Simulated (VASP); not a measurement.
# H3C2N in VASP: single point with PBE+D3(BJ)

Aim: the single point of H3C2N with PBE+D3(BJ).

All numbers are computed with VASP 6.6.1; they aren't measurements. Logs are shortened: lines on timing, memory, paths and dates and some standing lists are left out, and cuts for length are marked.

### 1 The cell of the first run

The cell holds a disordered packing, 36 atoms: a = 8.052 Å, b = 8.052 Å, c = 8.052 Å, α = 90.00°, β = 90.00°, γ = 90.00°.

### 2 Single point, PBE+D3(BJ)

The input, INCAR:

```
SYSTEM = H3C2N
PREC = Accurate
ENCUT = 1000
EDIFF = 1E-6
ISMEAR = -1
SIGMA = 0.05
LREAL = Auto
LASPH = .TRUE.
NELM = 120
ALGO = Normal
ISIF = 2
LWAVE = .FALSE.
LCHARG = .FALSE.
GGA = PE
IVDW = 12
NBANDS = 72
GGA_COMPAT = .FALSE.
```

The input, KPOINTS:

```
regular mesh
0
G
  1 1 1
  0 0 0
```

The input, POSCAR:

```
H3C2N
1.0
    8.0517480000      0.0000000000      0.0000000000
    0.0000000000      8.0517480000      0.0000000000
    0.0000000000      0.0000000000      8.0517480000
C N H
12 6 18
Direct
    0.8176435217      0.7475051302      0.2830411314
    0.6754064863      0.6372519034      0.2865336360
    0.2116502542      0.1011424759      0.9077074478
    0.2538434238      0.0084835083      1.0555986191
    0.6348299963      0.3847446533      0.9051931023
    0.7981307929      0.3827248341      0.9805796945
    0.0479196692      0.1671337803      0.4242636130
    0.1746559828      0.2591823659      0.5118013662
    0.5842043012      0.1378276726      0.3937463665
    0.5867776934      0.0687119306      0.5596210297
    0.2456689346      0.6438112529      0.8334207365
    0.1142174093      0.7195105158      0.7367740545
    0.5625451374      0.5473220764      0.2872603477
    0.2881768536     -0.0654707221      1.1748520903
    0.9279856638      0.3804096328      1.0436808480
    0.2780312573      0.3295122060      0.5836892442
    0.5872165631      0.0140947323      0.6933188534
    0.0098549307      0.7821992018      0.6591628817
    0.8570794257      0.7792195976      0.4099194852
    0.9213611481      0.6855975849      0.2196557126
    0.7862804189      0.8611492764      0.2144547932
    0.1700775395      0.2263693602      0.9416312112
    0.3196622553      0.1080121427      0.8249055852
    0.1101826999      0.0386444486      0.8414227854
    0.5433268586      0.4203557603      0.9999610168
    0.6313913467      0.4752212676      0.8032253750
    0.6054381947      0.2612500204      0.8550838435
   -0.0004808686      0.2414452855      0.3203931399
    0.1025057079      0.0521979935      0.3750568712
   -0.0524984319      0.1344517027      0.5104936620
    0.5440474019      0.2682285325      0.3976912097
    0.7083519218      0.1326848317      0.3380270039
    0.4969336509      0.0666319999      0.3165600358
    0.2024457709      0.6201281471      0.9604869542
    0.2808212965      0.5264508691      0.7730851756
    0.3540137915      0.7265712285      0.8377778767
```

Potentials or basis: VASP PAW PBE potentials, release 64 (C_h, N_h, H_h).

Run with:

```
$ cat potpaw_PBE.64/C_h/POTCAR potpaw_PBE.64/N_h/POTCAR potpaw_PBE.64/H_h/POTCAR > POTCAR
$ mpirun -np 1 vasp_gam > vasp.out
```

OUTCAR:

```text
SYSTEM = H3C2N
   PREC = Accurate
   ENCUT = 1000
   EDIFF = 1E-6
   ISMEAR = -1
   LREAL = Auto
   LASPH = .TRUE.
   NELM = 120
   ISIF = 2
   GGA = PE
   IVDW = 12
 IVDW          = 12

 ion  position               nearest neighbor table
   1  0.818  0.748  0.283-  21 1.10  20 1.10  19 1.10   2 1.45
   2  0.675  0.637  0.287-  13 1.16   1 1.45
   3  0.212  0.101  0.908-  22 1.10  23 1.10  24 1.10   4 1.45
   4  0.254  0.008  0.056-  14 1.16   3 1.45
   5  0.635  0.385  0.905-  26 1.10  25 1.10  27 1.10   6 1.45
   6  0.798  0.383  0.981-  15 1.16   5 1.45
   7  0.048  0.167  0.424-  30 1.10  29 1.10  28 1.10   8 1.44
   8  0.175  0.259  0.512-  16 1.16   7 1.44
   9  0.584  0.138  0.394-  32 1.10  31 1.10  33 1.10  10 1.45
  10  0.587  0.069  0.560-  17 1.16   9 1.45
  11  0.246  0.644  0.833-  34 1.10  36 1.10  35 1.10  12 1.45
  12  0.114  0.720  0.737-  18 1.16  11 1.45
  13  0.563  0.547  0.287-   2 1.16
  14  0.288  0.935  0.175-   4 1.16
  15  0.928  0.380  0.044-   6 1.16
  16  0.278  0.330  0.584-   8 1.16
  17  0.587  0.014  0.693-  10 1.16
  18  0.010  0.782  0.659-  12 1.16
[... 16 lines left out ...]
  35  0.281  0.526  0.773-  11 1.10
  36  0.354  0.727  0.838-  11 1.10

  LATTYP: Found a simple cubic cell.
 ALAT       =     8.0517480000

  Lattice vectors:

 A1 = (   8.0517480000,   0.0000000000,   0.0000000000)
 A2 = (   0.0000000000,   8.0517480000,   0.0000000000)
 A3 = (   0.0000000000,   0.0000000000,   8.0517480000)

Analysis of symmetry for initial positions (statically):
=====================================================================
 Subroutine PRICEL returns:
 Original cell was already a primitive cell.

 Routine SETGRP: Setting up the symmetry group for a
 simple cubic supercell.

 Subroutine GETGRP returns: Found  1 space group operations
 (whereof  1 operations were pure point group operations)
 out of a pool of 48 trial point group operations.

The static configuration has the point symmetry C_1 .

Analysis of symmetry for dynamics (positions and initial velocities):
=====================================================================
 Subroutine PRICEL returns:
 Original cell was already a primitive cell.

 Routine SETGRP: Setting up the symmetry group for a
 simple cubic supercell.

 Subroutine GETGRP returns: Found  1 space group operations
 (whereof  1 operations were pure point group operations)
 out of a pool of 48 trial point group operations.

The dynamic configuration has the point symmetry C_1 .

 Subroutine INISYM returns: Found  1 space group operations
 (whereof  1 operations are pure point group operations),
 and found     1 'primitive' translations

----------------------------------------------------------------------------------------

                                     Primitive cell

  volume of cell :     522.0000

  direct lattice vectors                    reciprocal lattice vectors
     8.051748000  0.000000000  0.000000000     0.124196634  0.000000000  0.000000000
     0.000000000  8.051748000  0.000000000     0.000000000  0.124196634  0.000000000
     0.000000000  0.000000000  8.051748000     0.000000000  0.000000000  0.124196634

  length of vectors
     8.051748000  8.051748000  8.051748000     0.124196634  0.124196634  0.124196634

  position of ions in fractional coordinates (direct lattice)
     0.817643522  0.747505130  0.283041131
     0.675406486  0.637251903  0.286533636
     0.211650254  0.101142476  0.907707448
     0.253843424  0.008483508  0.055598619
     0.634829996  0.384744653  0.905193102
     0.798130793  0.382724834  0.980579695
[... 28 lines left out ...]
     0.280821297  0.526450869  0.773085176
     0.354013792  0.726571228  0.837777877

  ion indices of the primitive-cell ions
   primitive index   ion index
                 1           1
                 2           2
                 3           3
                 4           4
                 5           5
                 6           6
[... 28 lines left out ...]
                35          35
                36          36

----------------------------------------------------------------------------------------

 KPOINTS: regular mesh

Automatic generation of k-mesh.
 Grid dimensions read from file:
 generate k-points for:    1    1    1

 Generating k-lattice:

  Cartesian coordinates                     Fractional coordinates (reciprocal lattice)
     0.124196634  0.000000000  0.000000000     1.000000000  0.000000000  0.000000000
     0.000000000  0.124196634  0.000000000     0.000000000  1.000000000  0.000000000
     0.000000000  0.000000000  0.124196634     0.000000000  0.000000000  1.000000000

  Length of vectors
     0.124196634  0.124196634  0.124196634

  Shift w.r.t. Gamma in fractional coordinates (k-lattice)
     0.000000000  0.000000000  0.000000000

 Subroutine IBZKPT returns following result:
 ===========================================

 Found      1 irreducible k-points:

 Following reciprocal coordinates:
            Coordinates               Weight
  0.000000  0.000000  0.000000      1.000000
   k-points           NKPTS =      1   k-points in BZ     NKDIM =      1   number of bands    NBANDS=     72
   number of dos      NEDOS =    301   number of ions     NIONS =     36
   total plane-waves  NPLWV = 592704
   dimension x,y,z NGX =    84 NGY =   84 NGZ =   84
   dimension x,y,z NGXF=   168 NGYF=  168 NGZF=  168
   ions per type =              12   6  18
   NGX,Y,Z   is equivalent  to a cutoff of  17.34, 17.34, 17.34 a.u.
   NGXF,Y,Z  is equivalent  to a cutoff of  34.69, 34.69, 34.69 a.u.
 SYSTEM =  H3C2N
   PREC   = accura    normal or accurate (medium, high low for compatibility)
   ISTART =      0    job   : 0-new  1-cont  2-samecut
   ICHARG =      2    charge: 1-file 2-atom 10-const
   ISPIN  =      1    spin polarized calculation?
   LNONCOLLINEAR =      F non collinear calculations
   LSORBIT =      F    spin-orbit coupling
   LASPH  =      T    aspherical Exc in radial PAW
   ENCUT  = 1000.0 eV  73.50 Ry    8.57 a.u.  20.76 20.76 20.76*2*pi/ulx,y,z
   NELM   =    120;   NELMIN=  2; NELMDL= -5     # of ELM steps
   EDIFF  = 0.1E-05   stopping-criterion for ELM
   LREAL  =      T    real-space projection
   EDIFFG = 0.1E-04   stopping-criterion for IOM
   NSW    =      0    number of steps for IOM
   IBRION =     -1    ionic relax: 0-MD 1-quasi-New 2-CG
   NFREE  =      0    steps in history (QN), initial steepest desc. (CG)
   ISIF   =      2    stress and relaxation
   ISYM   =      2    0-nonsym 1-usesym 2-fastsym
   POTIM  = 0.5000    time-step for ionic-motion
   TEBEG  =    0.0;   TEEND  =   0.0 temperature during run
   PSTRESS=    0.0 pullay stress
   NELECT =      96.0000    total number of electrons
   NUPDOWN=      -1.0000    fix difference up-down
   EMIN   =  10.00;   EMAX   =-10.00  energy-range for DOS
   EFERMI =   0.00;   METHOD = LEGACY
   ISMEAR =    -1;   SIGMA  =   0.05  broadening in eV -4-tet -1-fermi 0-gaus
   EFERMI_NEDOS =   21; number of points for ismear=-14 and -15
   IALGO  =     38    algorithm
   IMIX   =      4    mixing-type and parameters
     AMIX     =   0.40;   BMIX     =  1.00
     AMIX_MAG =   1.60;   BMIX_MAG =  1.00
  volume/ion in A,a.u.               =      14.50        97.85
  Fermi-wavevector in a.u.,A,eV,Ry     =   0.930983  1.759303 11.792568  0.866729
  Thomas-Fermi vector in A             =   2.057429
   LORBIT       =      0    0 simple, 1 ext, 2 COOP (PROOUT), +10 PAW based schemes
   GGA     = PE    functional components
   LHFCALC =     F    Hartree Fock is set to
   AEXX    =    0.0000 exact exchange contribution
   IVDW    =    12    specifies the selected vdW correction
   LEPSILON=     F    determine dielectric tensor
   LRPA    =     F    only Hartree local field effects (RPA)
 non-spin polarized calculation
  energy-cutoff  :     1000.00
  volume of cell :      522.00
 maximum number of plane-waves:     18765
 NGX is ok and might be reduce to    84
   NGX = 41   NGY = 41   NGZ = 41

 number of electron      96.0000000 magnetization

 Free energy of the ion-electron system (eV)
  ---------------------------------------------------
  ext. energy  EPLUGINS =         0.00000000
  ---------------------------------------------------
  free energy    TOTEN  =      -221.91948447 eV

  energy without entropy =     -221.91948447  energy(sigma->0) =     -221.91948447

 E-fermi :  -3.2389     XC(G=0):  -6.2188

 val. band max:       -4.5001897541   @ k =   0.0000   0.0000   0.0000
 cond. band min:       2.0017696666   @ k =   0.0000   0.0000   0.0000
 fundamental gap:      6.5019594207
 Fermi energy:        -3.2389477229

 k-point     1 :       0.0000    0.0000    0.0000
  band No.  band energies     occupation
      1     -19.5367      2.00000
      2     -19.4489      2.00000
      3     -19.4070      2.00000
      4     -19.3105      2.00000
      5     -19.2608      2.00000
      6     -19.1955      2.00000
[... 52 lines left out ...]
     59       3.1196      0.00000
     60       3.2950      0.00000
 [bands above 60 left out]

------------------------ aborting loop because EDIFF is reached ----------------------------------------

 Edisp (eV)   -1.59369

 E8    (eV) :    -0.3782

  FORCE on cell =-STRESS in cart. coord.  units (eV):
  Direction    XX          YY          ZZ          XY          YZ          ZX
  --------------------------------------------------------------------------------------
  -------------------------------------------------------------------------------------
  Total      -0.32815    -0.02346    -0.25427    -0.40190     0.62306     0.10483
  in kB      -1.00718    -0.07202    -0.78043    -1.23355     1.91235     0.32175
  external pressure =       -0.62 kB  Pullay stress =        0.00 kB

 VOLUME and BASIS-vectors are now :
 -----------------------------------------------------------------------------
  energy-cutoff  :     1000.00
  volume of cell :      522.00
      direct lattice vectors                 reciprocal lattice vectors
     8.051748000  0.000000000  0.000000000     0.124196634  0.000000000  0.000000000
     0.000000000  8.051748000  0.000000000     0.000000000  0.124196634  0.000000000
     0.000000000  0.000000000  8.051748000     0.000000000  0.000000000  0.124196634

 POSITION                                       TOTAL-FORCE (eV/Angst)
 -----------------------------------------------------------------------------------
      6.58346      6.01872      2.27898        -0.014799     -0.010804      0.002254
      5.43820      5.13099      2.30710         0.041751      0.029653      0.005545
      1.70415      0.81437      7.30863         0.008258     -0.019740      0.027215
      2.04388      0.06831      0.44767        -0.014071      0.017747     -0.030371
      5.11149      3.09787      7.28839         0.037446      0.008597      0.001745
      6.42635      3.08160      7.89538        -0.039307     -0.007147      0.008666
[... 28 lines left out ...]
      2.26110      4.23885      6.22469         0.028187     -0.004676      0.020432
      2.85043      5.85017      6.74558        -0.003518      0.004308     -0.018098
 -----------------------------------------------------------------------------------
    total drift:                                0.000674      0.000734      0.002757

  FREE ENERGIE OF THE ION-ELECTRON SYSTEM (eV)
  ---------------------------------------------------
  free  energy   TOTEN  =      -223.5131747674 eV

  energy  without entropy=     -223.5131747673  energy(sigma->0) =     -223.51317477
```

Wall time 2.5 min (1 thread of Intel Xeon Platinum 8559C (Emerald Rapids), shared host); peak memory 1 GiB.

What came out:

| Property | Result |
| --- | --- |
| Free energy | -223.5132 eV |
| Pressure | -0.1 GPa |
| Largest force | 0.063 eV/Å |
| Band gap on the k mesh | 6.50 eV |
| Dispersion energy per atom | -0.044 eV |

Forces in eV/Å, atoms in the order of the input:
```
C   -0.015 -0.011  0.002
C    0.042  0.030  0.006
C    0.008 -0.020  0.027
C   -0.014  0.018 -0.030
C    0.037  0.009  0.002
C   -0.039 -0.007  0.009
C    0.021  0.015  0.013
C   -0.043 -0.015 -0.009
C   -0.002 -0.009  0.021
C   -0.002  0.012 -0.050
C   -0.044  0.007 -0.026
C    0.049  0.027  0.027
N   -0.013 -0.027 -0.006
N   -0.011 -0.009  0.013
N    0.040  0.008  0.011
N    0.029  0.019  0.020
N   -0.007 -0.018  0.047
N   -0.032  0.005 -0.015
H   -0.002 -0.005  0.011
H    0.008 -0.002  0.003
H    0.000 -0.001 -0.002
H    0.004  0.008  0.002
H   -0.005  0.009 -0.001
H   -0.001  0.007 -0.012
H    0.004 -0.009 -0.013
H   -0.009 -0.001 -0.007
H   -0.007  0.011 -0.003
H   -0.006 -0.002 -0.002
H   -0.017 -0.011 -0.010
H   -0.014 -0.008 -0.003
H   -0.005  0.003 -0.011
H   -0.004 -0.007 -0.009
H    0.000  0.001 -0.007
H    0.025 -0.024  0.000
H    0.028 -0.005  0.020
H   -0.004  0.004 -0.018
```

Caveat: the k points lie up to 0.78 Å⁻¹ apart.
